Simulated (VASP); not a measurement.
# Mg4CdS3 (P-3m1) in VASP: relaxation of shape and atoms at fixed volume with PBE

Aim: the relaxation of shape and atoms at fixed volume of Mg4CdS3 with PBE.

All numbers are computed with VASP 6.6.1; they aren't measurements. Logs are shortened: lines on timing, memory, paths and dates and some standing lists are left out, and cuts for length are marked.

### Step 1. The cell of the first run

The structure is trigonal, space group P-3m1 (No. 164). The conventional cell has a = 3.748 Å, b = 3.748 Å, c = 14.351 Å, α = 90.00°, β = 90.00°, γ = 120.00°. Within 3.5 Å of Mg (site symmetry 3m) lie 6 S at 2.66 to 2.69 Å and 1 Mg at 3.20 Å. Mg (site symmetry 3m) has 3 S at 2.69 Å and 1 Mg at 3.20 Å and 3 Cd at 3.25 Å within 3.5 Å. Within 4.3 Å of Cd (site symmetry -3m) lie 6 Mg at 3.25 Å and 6 Cd at 3.75 Å. S (site symmetry 3m) has 6 Mg at 2.69 Å within 3.5 Å. Within 3.5 Å of S (site symmetry -3m) lie 6 Mg at 2.66 Å.

### Step 2. Relaxation of shape and atoms at fixed volume, PBE (21.82 Å³/atom)

The input, INCAR:

```
SYSTEM = Mg4CdS3
PREC = Accurate
ENCUT = 600
EDIFF = 1E-7
ISMEAR = 0
SIGMA = 0.1
LREAL = .FALSE.
LASPH = .TRUE.
NELM = 120
ALGO = Normal
ISIF = 4
LWAVE = .FALSE.
LCHARG = .FALSE.
GGA = PE
IBRION = 2
NSW = 50
EDIFFG = -0.01
GGA_COMPAT = .FALSE.
NELMIN = 4
```

The input, KPOINTS:

```
Automatic mesh
0
G
  12 12 4
  0 0 0
```

The input, POSCAR:

```
Mg4CdS3
1.0
    3.7475533815      0.0000000000      0.0000000000
   -1.8737766908      3.2454764304      0.0000000000
    0.0000000000      0.0000000000     14.3509871173
Mg Cd S
4 1 3
Direct
    0.3333333333      0.6666666667      0.6081389217
    0.6666666667      0.3333333333      0.3918610783
    0.6666666667      0.3333333333      0.1691505873
    0.3333333333      0.6666666667      0.8308494127
    0.0000000000      0.0000000000      0.0000000000
    0.6666666667      0.3333333333      0.7194794482
    0.3333333333      0.6666666667      0.2805205518
    0.0000000000      0.0000000000      0.5000000000
```

Potentials or basis: VASP PAW PBE potentials, release 64 (Mg, Cd, S).

Launch:

```
$ cat potpaw_PBE.64/Mg/POTCAR potpaw_PBE.64/Cd/POTCAR potpaw_PBE.64/S/POTCAR > POTCAR
$ mpirun -np 1 vasp_std > vasp.out
```

OUTCAR:

```text
SYSTEM = Mg4CdS3
   PREC = Accurate
   ENCUT = 600
   EDIFF = 1E-7
   ISMEAR = 0
   LREAL = .FALSE.
   LASPH = .TRUE.
   NELM = 120
   ISIF = 4
   GGA = PE
   IBRION = 2
   NSW = 50
   EDIFFG = -0.01
   NELMIN = 4

 ion  position               nearest neighbor table
   1  0.333  0.667  0.608-   8 2.66   8 2.66   8 2.66   6 2.69   6 2.69   6 2.69   4 3.20
   2  0.667  0.333  0.392-   8 2.66   8 2.66   8 2.66   7 2.69   7 2.69   7 2.69   3 3.20
   3  0.667  0.333  0.169-   7 2.69   7 2.69   7 2.69   2 3.20   5 3.25   5 3.25   5 3.25
   4  0.333  0.667  0.831-   6 2.69   6 2.69   6 2.69   1 3.20   5 3.25   5 3.25   5 3.25
   5  0.000  0.000  0.000-   3 3.25   4 3.25   3 3.25   4 3.25   3 3.25   4 3.25
   6  0.667  0.333  0.719-   1 2.69   1 2.69   1 2.69   4 2.69   4 2.69   4 2.69
   7  0.333  0.667  0.281-   2 2.69   2 2.69   2 2.69   3 2.69   3 2.69   3 2.69
   8  0.000  0.000  0.500-   1 2.66   2 2.66   2 2.66   1 2.66   2 2.66   1 2.66

  LATTYP: Found a hexagonal cell.
 ALAT       =     3.7475533815
 C/A-ratio  =     3.8294283380

  Lattice vectors:

 A1 = (   3.7475533815,   0.0000000000,   0.0000000000)
 A2 = (  -1.8737766908,   3.2454764304,   0.0000000000)
 A3 = (   0.0000000000,   0.0000000000,  14.3509871173)

Analysis of symmetry for initial positions (statically):
=====================================================================
 Subroutine PRICEL returns:
 Original cell was already a primitive cell.

 Routine SETGRP: Setting up the symmetry group for a
 hexagonal supercell.

 Subroutine GETGRP returns: Found 12 space group operations
 (whereof 12 operations were pure point group operations)
 out of a pool of 24 trial point group operations.

The static configuration has the point symmetry D_3d.

Analysis of symmetry for dynamics (positions and initial velocities):
=====================================================================
 Subroutine PRICEL returns:
 Original cell was already a primitive cell.

 Routine SETGRP: Setting up the symmetry group for a
 hexagonal supercell.

 Subroutine GETGRP returns: Found 12 space group operations
 (whereof 12 operations were pure point group operations)
 out of a pool of 24 trial point group operations.

The dynamic configuration has the point symmetry D_3d.

 Subroutine INISYM returns: Found 12 space group operations
 (whereof 12 operations are pure point group operations),
 and found     1 'primitive' translations

[... 113 lines left out ...]
   ISYM   =      2    0-nonsym 1-usesym 2-fastsym
   POTIM  = 0.5000    time-step for ionic-motion
   TEBEG  =    0.0;   TEEND  =   0.0 temperature during run
   PSTRESS=    0.0 pullay stress
   NELECT =      38.0000    total number of electrons
   NUPDOWN=      -1.0000    fix difference up-down
   EMIN   =  10.00;   EMAX   =-10.00  energy-range for DOS
   EFERMI =   0.00;   METHOD = LEGACY
   ISMEAR =     0;   SIGMA  =   0.10  broadening in eV -4-tet -1-fermi 0-gaus
   EFERMI_NEDOS =   21; number of points for ismear=-14 and -15
   IALGO  =     38    algorithm
   IMIX   =      4    mixing-type and parameters
     AMIX     =   0.40;   BMIX     =  1.00
     AMIX_MAG =   1.60;   BMIX_MAG =  1.00
  volume/ion in A,a.u.               =      21.82       147.24
  Fermi-wavevector in a.u.,A,eV,Ry     =   0.984842  1.861082 13.196485  0.969914
  Thomas-Fermi vector in A             =   2.116105
   LORBIT       =      0    0 simple, 1 ext, 2 COOP (PROOUT), +10 PAW based schemes
   GGA     = PE    functional components
   LHFCALC =     F    Hartree Fock is set to
   AEXX    =    0.0000 exact exchange contribution
   IVDW    =     0    specifies the selected vdW correction
   LEPSILON=     F    determine dielectric tensor
   LRPA    =     F    only Hartree local field effects (RPA)
 conjugate gradient relaxation of ions
 non-spin polarized calculation
 Gauss-broadening in eV      SIGMA  =   0.10
  energy-cutoff  :      600.00
  volume of cell :      174.55
 maximum number of plane-waves:      5863
 NGX is ok and might be reduce to    30
   NGX = 15   NGY = 15   NGZ = 57

--------------------------------------- Ionic step        1  -------------------------------------------

 number of electron      37.9999994 magnetization

 Free energy of the ion-electron system (eV)
  ---------------------------------------------------
  ext. energy  EPLUGINS =         0.00000000
  ---------------------------------------------------
  free energy    TOTEN  =       -26.93953101 eV

  energy without entropy =      -26.93389645  energy(sigma->0) =      -26.93671373

------------------------ aborting loop because EDIFF is reached ----------------------------------------

  FORCE on cell =-STRESS in cart. coord.  units (eV):
  Direction    XX          YY          ZZ          XY          YZ          ZX
  --------------------------------------------------------------------------------------
  -------------------------------------------------------------------------------------
  Total       -4.9343698     -4.9343698     -5.2205017      0.0000000      0.0000000      0.0000000
  in kB      -45.2933262    -45.2933262    -47.9197737      0.0000000      0.0000000      0.0000000
  external PRESSURE =     -46.1688087 kB  Pullay stress =       0.0000000 kB
[... 281 lines left out ...]
--------------------------------------- Ionic step        8  -------------------------------------------

 number of electron      37.9999994 magnetization

 Free energy of the ion-electron system (eV)
  ---------------------------------------------------
  ext. energy  EPLUGINS =         0.00000000
  ---------------------------------------------------
  free energy    TOTEN  =       -26.94328096 eV

  energy without entropy =      -26.93695505  energy(sigma->0) =      -26.94011801

 E-fermi :   3.6515     XC(G=0):  -9.0658

 val. band max:        3.6439882284   @ k =   0.2500   0.2500   0.5000
 cond. band min:       3.6834452239   @ k =   0.2500   0.2500   0.2500
 fundamental gap:      0.0394569955
 Fermi energy:         3.6515125975

 k-point     1 :       0.0000    0.0000    0.0000
  band No.  band energies     occupation
      1     -10.4745      2.00000
      2     -10.0276      2.00000
      3      -9.7077      2.00000
      4      -4.7852      2.00000
      5      -4.7072      2.00000
      6      -4.7072      2.00000
[... 637 lines left out ...]
     23       7.5088      0.00000
     24       8.0429      0.00000

 [... further k-points ...]

------------------------ aborting loop because EDIFF is reached ----------------------------------------

  FORCE on cell =-STRESS in cart. coord.  units (eV):
  Direction    XX          YY          ZZ          XY          YZ          ZX
  --------------------------------------------------------------------------------------
  -------------------------------------------------------------------------------------
  Total       -4.8464890     -4.8464890     -4.8701911      0.0000000      0.0000000     -0.0000000
  in kB      -44.4866549    -44.4866549    -44.7042197      0.0000000      0.0000000     -0.0000000
  external PRESSURE =     -44.5591765 kB  Pullay stress =       0.0000000 kB
[... 23 lines left out ...]
  FREE ENERGIE OF THE ION-ELECTRON SYSTEM (eV)
  ---------------------------------------------------
  free  energy   TOTEN  =       -26.9432809616 eV

  energy  without entropy=      -26.9369550521  energy(sigma->0) =      -26.94011801

 reached required accuracy - stopping structural energy minimisation
```

CONTCAR:

```text
Mg4CdS3
   1.00000000000000
     3.7461593915296025    0.0000000000214683    0.0000000000000000
    -1.8730796957961899    3.2442691996751352   -0.0000000000000000
     0.0000000000000000    0.0000000000000001   14.3616694465772792
  Mg              Cd              S
     4     1     3
Direct
     0.3333333332999970    0.6666666667000030    0.6073978878942758
     0.6666666667000030    0.3333333332999970    0.3926021121057242
     0.6666666667000030    0.3333333332999970    0.1714838001227426
     0.3333333332999970    0.6666666667000030    0.8285161998772574
     0.0000000000000000    0.0000000000000000    0.0000000000000000
     0.6666666667000030    0.3333333332999970    0.7180398419577169
     0.3333333332999970    0.6666666667000030    0.2819601580422830
     0.0000000000000000    0.0000000000000000    0.5000000000000000

  0.00000000E+00  0.00000000E+00  0.00000000E+00
  0.00000000E+00  0.00000000E+00  0.00000000E+00
  0.00000000E+00  0.00000000E+00  0.00000000E+00
  0.00000000E+00  0.00000000E+00  0.00000000E+00
  0.00000000E+00  0.00000000E+00  0.00000000E+00
  0.00000000E+00  0.00000000E+00  0.00000000E+00
  0.00000000E+00  0.00000000E+00  0.00000000E+00
  0.00000000E+00  0.00000000E+00  0.00000000E+00
```

Run time: 26 min. Hardware: 1 thread of Oxide Virtual Turin-like, shared host; peak memory 0.56 GiB.

Results:

| Property | Result |
| --- | --- |
| Free energy | -26.9433 eV |
| Energy gained by relaxing | 0.5 meV/atom |
| Ionic steps | 8 |
| Pressure after relaxing | -4.5 GPa |
| Largest force after relaxing | 0.009 eV/Å |
| Band gap on the k mesh | zero (bands 19 and 20 overlap by 0.15 eV) |

Forces on the atoms (eV/Å):
```
Mg   0.000  0.000 -0.009
Mg   0.000  0.000  0.009
Mg   0.000  0.000 -0.007
Mg   0.000  0.000  0.007
Cd   0.000  0.000  0.000
S    0.000  0.000 -0.007
S    0.000  0.000  0.007
S    0.000  0.000  0.000
```

Step by step:
```tsv
step	energy change (eV)	largest force (eV/Å)	pressure (GPa)	volume (Å³)
1	0.0000	0.1081	-4.62	174.55
2	-0.0012	0.0715	-4.59	174.55
3	-0.0017	0.0361	-4.55	174.55
4	-0.0023	0.0363	-4.54	174.55
5	-0.0032	0.0376	-4.50	174.55
6	-0.0030	0.0397	-4.44	174.55
7	-0.0034	0.0384	-4.48	174.55
8	-0.0037	0.0090	-4.46	174.55
```

Final structure:
```yaml
crystal:
  lattice:
    - [3.74616, 0.00000, 0.00000]
    - [-1.87308, 3.24427, 0.00000]
    - [0.00000, 0.00000, 14.36167]
  atoms:
    - { symbol: Mg, position: [0.33333, 0.66667, 0.60740] }
    - { symbol: Mg, position: [0.66667, 0.33333, 0.39260] }
    - { symbol: Mg, position: [0.66667, 0.33333, 0.17148] }
    - { symbol: Mg, position: [0.33333, 0.66667, 0.82852] }
    - { symbol: Cd, position: [0.00000, 0.00000, 0.00000] }
    - { symbol: S, position: [0.66667, 0.33333, 0.71804] }
    - { symbol: S, position: [0.33333, 0.66667, 0.28196] }
    - { symbol: S, position: [0.00000, 0.00000, 0.50000] }
```

Caveat: semilocal functionals underestimate gaps, and a narrow one can read as zero.

The gap in the log of VASP goes by the Fermi energy; the results here count the filled bands.